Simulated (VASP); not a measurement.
# BaNaF (P-6m2) in VASP: a series of runs, part 2 of 2

VASP 6.6.1.

## Step 4: Relaxation of cell and atoms, PBE

File INCAR:

```
  ALGO = Normal
  EDIFF = 1E-6
  EDIFFG = -0.04
  ENCUT = 600
  GGA = PE
  IBRION = 2
  ISIF = 3
  ISMEAR = 0
  LASPH = True
  LCHARG = False
  LREAL = False
  LWAVE = False
  NELM = 80
  NSW = 90
  PREC = Accurate
  SIGMA = 0.1
```

File KPOINTS:

```
k-points
0
Gamma
  6 6 4
```

File POSCAR:

```
BaNaF
1.0
    4.4271390600      0.0000000000      0.0000000000
   -2.2135695300      3.8340148900      0.0000000000
    0.0000000000      0.0000000000      4.3696844000
Na Ba F
1 1 1
Direct
    0.0000000000      0.0000000000      0.0000000000
    0.3333333300      0.6666666700      0.5000000000
    0.6666666700      0.3333333300      0.5000000000
```

Potentials or basis: VASP PAW PBE potentials, release 64 (Na_pv, Ba_sv, F).

On the command line:

```
> cat potpaw_PBE.64/Na_pv/POTCAR potpaw_PBE.64/Ba_sv/POTCAR potpaw_PBE.64/F/POTCAR > POTCAR
> mpirun -np 1 vasp_std > vasp.out
```

OUTCAR:

```text
EDIFF = 1E-6
   EDIFFG = -0.04
   ENCUT = 600
   GGA = PE
   IBRION = 2
   ISIF = 3
   ISMEAR = 0
   LASPH = True
   LREAL = False
   NELM = 80
   NSW = 90
   PREC = Accurate

 ion  position               nearest neighbor table
   1  0.000  0.000  0.000-   2 3.36   2 3.36   2 3.36   2 3.36   2 3.36   2 3.36
   2  0.333  0.667  0.500-   3 2.56   3 2.56   3 2.56   1 3.36   1 3.36   1 3.36   1 3.36   1 3.36
                             1 3.36
   3  0.667  0.333  0.500-   2 2.56   2 2.56   2 2.56

  LATTYP: Found a hexagonal cell.
 ALAT       =     4.4271390600
 C/A-ratio  =     0.9870221696

  Lattice vectors:

 A1 = (   4.4271390600,   0.0000000000,   0.0000000000)
 A2 = (  -2.2135695300,   3.8340148900,   0.0000000000)
 A3 = (   0.0000000000,   0.0000000000,   4.3696844000)

Analysis of symmetry for initial positions (statically):
[... 279 lines left out ...]

  energy  without entropy=       -9.7330790051  energy(sigma->0) =       -9.73557067

[... ionic steps 4 to 8 ...]

--------------------------------------- Ionic step        9  -------------------------------------------

 number of electron      23.9999989 magnetization

------------------------ aborting loop because EDIFF is reached ----------------------------------------
[... 69 lines left out ...]
--------------------------------------- Ionic step       11  -------------------------------------------

 number of electron      23.9999991 magnetization

 Free energy of the ion-electron system (eV)
  ---------------------------------------------------
  ext. energy  EPLUGINS =         0.00000000
  ---------------------------------------------------
  free energy    TOTEN  =       -10.05429888 eV

  energy without entropy =      -10.04877023  energy(sigma->0) =      -10.05153456

 E-fermi :   1.5990     XC(G=0):  -7.3424

 val. band max:        1.5951691124   @ k =   0.1667  -0.0000   0.5000
 cond. band min:       1.6042361669   @ k =   0.3333   0.3333   0.2500
 fundamental gap:      0.0090670544
 Fermi energy:         1.5989601802

 k-point     1 :       0.0000    0.0000    0.0000
  band No.  band energies     occupation
      1     -27.4045      2.00000
      2     -23.2480      2.00000
      3     -23.1967      2.00000
      4     -23.1967      2.00000
      5     -22.7763      2.00000
      6     -12.5860      2.00000
[... 418 lines left out ...]
  FREE ENERGIE OF THE ION-ELECTRON SYSTEM (eV)
  ---------------------------------------------------
  free  energy   TOTEN  =       -10.0542988831 eV

  energy  without entropy=      -10.0487702310  energy(sigma->0) =      -10.05153456

 reached required accuracy - stopping structural energy minimisation
```

CONTCAR:

```text
BaNaF
   1.00000000000000
     4.5160963369021498    0.0000000000000000   -0.0000000000000000
    -2.2580481684510749    3.9110541516152577    0.0000000000000000
    -0.0000000000000000    0.0000000000000000    5.7981546750838735
  Na              Ba              F
     1     1     1
Direct
     0.0000000000000000    0.0000000000000000    0.0000000000000000
     0.3333333300000021    0.6666666699999979    0.5000000000000000
     0.6666666699999979    0.3333333300000021    0.5000000000000000

  0.00000000E+00  0.00000000E+00  0.00000000E+00
  0.00000000E+00  0.00000000E+00  0.00000000E+00
  0.00000000E+00  0.00000000E+00  0.00000000E+00
```

It took 1.8 min on 1 thread of Intel Xeon 6975P-C (Granite Rapids), shared host; peak memory 0.23 GiB.

Results:

* Free energy: -10.0543 eV
* Relaxed volume: 34.14 Å³/atom
* Relaxed cell: a = 4.516 Å, b = 4.516 Å, c = 5.798 Å, α = 90.00°, β = 90.00°, γ = 120.00°
* Space group after relaxing (to 0.05 Å): P-6m2 (No. 187)
* Energy gained by relaxing: 316.1 meV/atom
* Ionic steps: 11
* Pressure after relaxing: 0.0 GPa
* Band gap on the k mesh: zero (band 12 reaches 1.64 eV, above the bottom of band 13 at 1.18 eV)

Step by step:
| step | energy change (eV) | largest force (eV/Å) | pressure (GPa) | volume (Å³) |
| --- | --- | --- | --- | --- |
| 1 | 0.0000 | 0.0000 | 8.93 | 74.17 |
| 2 | -0.5469 | 0.0000 | 2.02 | 89.94 |
| 3 | -0.6322 | 0.0000 | -0.11 | 99.01 |
| 4 | -0.6360 | 0.0000 | -0.59 | 101.69 |
| 5 | -0.7952 | 0.0000 | -0.72 | 103.50 |
| 6 | -0.8946 | 0.0000 | -1.02 | 106.89 |
| 7 | -0.9323 | 0.0000 | -0.87 | 105.72 |
| 8 | -0.9373 | 0.0000 | -0.88 | 105.99 |
| 9 | -0.9377 | 0.0000 | -0.90 | 106.05 |
| 10 | -0.9473 | 0.0000 | 0.32 | 101.28 |
| 11 | -0.9484 | 0.0000 | 0.00 | 102.41 |

Final structure:
```
CELL_PARAMETERS angstrom
4.51610 0.00000 0.00000
-2.25805 3.91105 0.00000
0.00000 0.00000 5.79815
ATOMIC_POSITIONS crystal
Na 0.00000 0.00000 0.00000
Ba 0.33333 0.66667 0.50000
F 0.66667 0.33333 0.50000
```

Levels at points of the mesh, in eV from the Fermi level:
| k point | band 9 | band 10 | band 11 | band 12 | band 13 | band 14 | band 15 | band 16 |
| --- | --- | --- | --- | --- | --- | --- | --- | --- |
| (0.00, 0.00, 0.00) | -6.36 | -6.36 | -5.74 | -2.41 | 1.03 | 2.82 | 3.32 | 3.32 |
| (0.50, 0.00, 0.00) | -6.26 | -5.90 | -5.85 | -0.46 | 0.39 | 1.25 | 1.87 | 2.69 |
| (0.00, 0.00, 0.50) | -6.35 | -6.35 | -5.78 | -1.05 | -0.42 | 2.32 | 2.94 | 2.94 |
| (0.50, 0.00, 0.50) | -6.26 | -5.93 | -5.85 | -0.15 | 0.71 | 1.19 | 2.15 | 2.60 |

Caveat: the volume moved by over 15 % at a fixed basis, so the end points are rough; spin-orbit coupling is left out, which moves the levels of the heavy elements.

## Step 5: Single point, PBE

This run uses another cell than the first one, of 39.54 Å³/atom, 1.599 times its volume.

File INCAR:

```
PREC = Accurate ; ENCUT = 520
EDIFF = 1E-7 ; ISMEAR = 0
SIGMA = 0.1 ; LREAL = F
LASPH = T ; NELM = 100
ALGO = Normal ; ISIF = 2
LWAVE = F ; LCHARG = F
GGA = PE ; NBANDS = 19
```

File KPOINTS:

```
regular mesh
0
Gamma
  12 12 8
```

File POSCAR:

```
BaNaF
1.0
    4.4340680747      0.0000000000      0.0000000000
   -2.2170340374      3.8400155948      0.0000000000
    0.0000000000      0.0000000000      6.9664606672
Na Ba F
1 1 1
Direct
    0.0000000000      0.0000000000      0.0000000000
    0.3333333333      0.6666666667      0.5000000000
    0.6666666667      0.3333333333      0.5000000000
```

Potentials or basis: VASP PAW PBE potentials, release 64 (Na_pv, Ba_sv, F).

On the command line:

```
> cat potpaw_PBE.64/Na_pv/POTCAR potpaw_PBE.64/Ba_sv/POTCAR potpaw_PBE.64/F/POTCAR > POTCAR
> mpirun -np 1 vasp_std > vasp.out
```

OUTCAR:

```text
PREC = Accurate
   ENCUT = 520
   EDIFF = 1E-7
   ISMEAR = 0
   LREAL = F
   LASPH = T
   NELM = 100
   ISIF = 2
   GGA = PE

 ion  position               nearest neighbor table
   1  0.000  0.000  0.000-
   2  0.333  0.667  0.500-   3 2.56   3 2.56   3 2.56
   3  0.667  0.333  0.500-   2 2.56   2 2.56   2 2.56

  LATTYP: Found a hexagonal cell.
 ALAT       =     4.4340680747
 C/A-ratio  =     1.5711217216

  Lattice vectors:

 A1 = (   4.4340680747,   0.0000000000,   0.0000000000)
 A2 = (  -2.2170340374,   3.8400155948,   0.0000000000)
 A3 = (   0.0000000000,   0.0000000000,   6.9664606672)

Analysis of symmetry for initial positions (statically):
=====================================================================
 Subroutine PRICEL returns:
 Original cell was already a primitive cell.

 Routine SETGRP: Setting up the symmetry group for a
 hexagonal supercell.

 Subroutine GETGRP returns: Found 12 space group operations
[... 163 lines left out ...]
  ---------------------------------------------------
  free energy    TOTEN  =       -10.27569279 eV

  energy without entropy =      -10.26581727  energy(sigma->0) =      -10.27075503

 E-fermi :   1.1727     XC(G=0):  -6.8493

 val. band max:        1.1706919057   @ k =   0.0000   0.0000   0.2500
 cond. band min:       1.1822694795   @ k =   0.4167   0.1667   0.2500
 fundamental gap:      0.0115775738
 Fermi energy:         1.1727162712

 k-point     1 :       0.0000    0.0000    0.0000
  band No.  band energies     occupation
      1     -28.1215      2.00000
      2     -23.7392      2.00000
      3     -23.7103      2.00000
      4     -23.7103      2.00000
      5     -23.6285      2.00000
      6     -13.2694      2.00000
[... 505 lines left out ...]
      6     -13.2841      2.00000
[... 11 lines left out ...]
     18       5.6045      0.00000
     19       5.6098      0.00000

 [... further k-points ...]

------------------------ aborting loop because EDIFF is reached ----------------------------------------

  FORCE on cell =-STRESS in cart. coord.  units (eV):
  Direction    XX          YY          ZZ          XY          YZ          ZX
  --------------------------------------------------------------------------------------
  -------------------------------------------------------------------------------------
  Total        0.4055015      0.4055015     -0.0342018     -0.0000000     -0.0000000      0.0000000
  in kB        5.4771609      5.4771609     -0.4619676     -0.0000000     -0.0000000      0.0000000
  external PRESSURE =       3.4974514 kB  Pullay stress =       0.0000000 kB

 VOLUME and BASIS-vectors are now :
 -----------------------------------------------------------------------------
  energy-cutoff  :      520.00
  volume of cell :      118.62
      direct lattice vectors                 reciprocal lattice vectors
     4.434068075  0.000000000  0.000000000     0.225526533  0.130207805  0.000000000
    -2.217034037  3.840015595  0.000000000     0.000000000  0.260415609  0.000000000
     0.000000000  0.000000000  6.966460667     0.000000000  0.000000000  0.143544914

 POSITION                                       TOTAL-FORCE (eV/Angst)
 -----------------------------------------------------------------------------------
      0.00000      0.00000      0.00000        -0.000000      0.000000      0.000000
     -0.00000      2.56001      3.48323         0.000000      0.000000      0.000000
      2.21703      1.28001      3.48323        -0.000000      0.000000      0.000000
 -----------------------------------------------------------------------------------
    total drift:                               -0.000000      0.000000      0.000000

  FREE ENERGIE OF THE ION-ELECTRON SYSTEM (eV)
  ---------------------------------------------------
  free  energy   TOTEN  =       -10.2756927857 eV

  energy  without entropy=      -10.2658172673  energy(sigma->0) =      -10.27075503
```

Wall time 2 min (1 thread of Intel Xeon 6975P-C (Granite Rapids), shared host); peak memory 0.39 GiB.

What came out:

```
Free energy            : -10.2757 eV
Pressure               : 0.3 GPa
Band gap on the k mesh : zero (band 12 reaches 1.36 eV, above the bottom of band 13 at 0.26 eV)
```

Stress tensor (GPa, compression positive):
```
 0.55  0.00  0.00
 0.00  0.55  0.00
 0.00  0.00 -0.05
```

Caveat: spin-orbit coupling is left out, which moves the levels of the heavy elements.

## Step 6: Relaxation of cell and atoms, PBE

This run uses another cell than the first one, of 38.29 Å³/atom, 1.549 times its volume.

File INCAR:

```
SYSTEM = BaNaF
ALGO = Normal
EDIFF = 1E-7
EDIFFG = -0.01
ENCUT = 600
GGA = PE
IBRION = 2
ISIF = 3
ISMEAR = 0
LASPH = .TRUE.
LCHARG = .FALSE.
LREAL = .FALSE.
LWAVE = .FALSE.
NELM = 100
NSW = 100
PREC = Accurate
SIGMA = 0.1
```

File KPOINTS:

```
k-points
0
G
  12 12 8
  0 0 0
```

File POSCAR:

```
BaNaF
1.0
    4.4421971862      0.0000000000      0.0000000000
   -2.2210985931      3.8470556119      0.0000000000
    0.0000000000      0.0000000000      6.7221212626
Na Ba F
1 1 1
Direct
    0.0000000000      0.0000000000      0.0000000000
    0.3333333333      0.6666666667      0.5000000000
    0.6666666667      0.3333333333      0.5000000000
```

Potentials or basis: VASP PAW PBE potentials, release 64 (Na_pv, Ba_sv, F).

On the command line:

```
> cat potpaw_PBE.64/Na_pv/POTCAR potpaw_PBE.64/Ba_sv/POTCAR potpaw_PBE.64/F/POTCAR > POTCAR
> mpirun -np 1 vasp_std > vasp.out
```

It took 6.2 min on 1 thread of Intel Xeon 6975P-C (Granite Rapids), shared host; peak memory 0.44 GiB.

The run converged. Its results:

```
Free energy                            : -10.2795 eV
Relaxed volume                         : 39.85 Å³/atom
Relaxed cell                           : a = 4.469 Å, b = 4.469 Å, c = 6.912 Å, α = 90.00°, β = 90.00°, γ = 120.00°
Space group after relaxing (to 0.05 Å) : P-6m2 (No. 187)
Energy gained by relaxing              : 1.6 meV/atom
Ionic steps                            : 6
Pressure after relaxing                : 0.0 GPa
Band gap on the k mesh                 : zero (band 12 reaches 1.31 eV, above the bottom of band 13 at 0.25 eV)
```

The path:
```
step  energy change (eV)  largest force (eV/Å)  pressure (GPa)  volume (Å³)
   1              0.0000                0.0000            0.47       114.88
   2             -0.0035                0.0000            0.12       116.75
   3             -0.0037                0.0000            0.03       117.26
   4             -0.0040                0.0000            0.03       117.49
   5             -0.0047                0.0000            0.02       118.18
   6             -0.0049                0.0000            0.00       119.54
```

Final structure:
```
Na Ba F
1.0
     4.46880    0.00000    0.00000
    -2.23440    3.87010    0.00000
     0.00000    0.00000    6.91216
Na Ba F
1 1 1
Direct
  0.00000 0.00000 0.00000
  0.33333 0.66667 0.50000
  0.66667 0.33333 0.50000
```

Levels at points of the mesh, in eV from the Fermi level:
```csv
k point,band 10,band 11,band 12,band 13,band 14,band 15
"(0.00, 0.00, 0.00)",-6.67,-6.08,-2.31,0.87,1.35,3.20
"(0.50, 0.00, 0.00)",-6.25,-6.13,-0.26,0.46,0.84,1.72
"(0.00, 0.00, 0.50)",-6.67,-6.09,-1.43,-0.88,1.62,3.10
"(0.50, 0.00, 0.50)",-6.26,-6.13,-0.05,0.52,0.97,1.82
```

Caveat: spin-orbit coupling is left out, which moves the levels of the heavy elements.

## Step 7: The runs side by side

```tsv
task	cell	k mesh	cutoff (eV)	gap on the mesh (eV)	pressure (GPa)	relaxed volume (Å³/atom)
single point	a = 4.427, b = 4.427, c = 4.370 Å, angles 90.0, 90.0, 120.0°, 3 atoms	6 × 6 × 4	520	none	8.9	-
single point	a = 4.442, b = 4.442, c = 6.722 Å, angles 90.0, 90.0, 120.0°, 3 atoms	6 × 6 × 4	520	none	0.4	-
relaxation of cell and atoms	relaxed from a = 4.427, b = 4.427, c = 4.370 Å, angles 90.0, 90.0, 120.0°, 3 atoms	6 × 6 × 4	600	none	0.0	34.14
single point	a = 4.434, b = 4.434, c = 6.966 Å, angles 90.0, 90.0, 120.0°, 3 atoms	12 × 12 × 8	520	none	0.3	-
relaxation of cell and atoms	relaxed from a = 4.442, b = 4.442, c = 6.722 Å, angles 90.0, 90.0, 120.0°, 3 atoms	12 × 12 × 8	600	none	0.0	39.85
```

Alike in all rows: level PBE; potentials or basis VASP PAW PBE potentials, release 64 (Na_pv, Ba_sv, F); no spin polarisation; smearing gaussian 0.1 eV.

Caveats: spin-orbit coupling is left out, which moves the levels of the heavy elements; the volume moved by over 15 % at a fixed basis, so the end points are rough (some runs).

Total energies depend on the potentials used, so only differences within one code and one set of settings carry meaning.
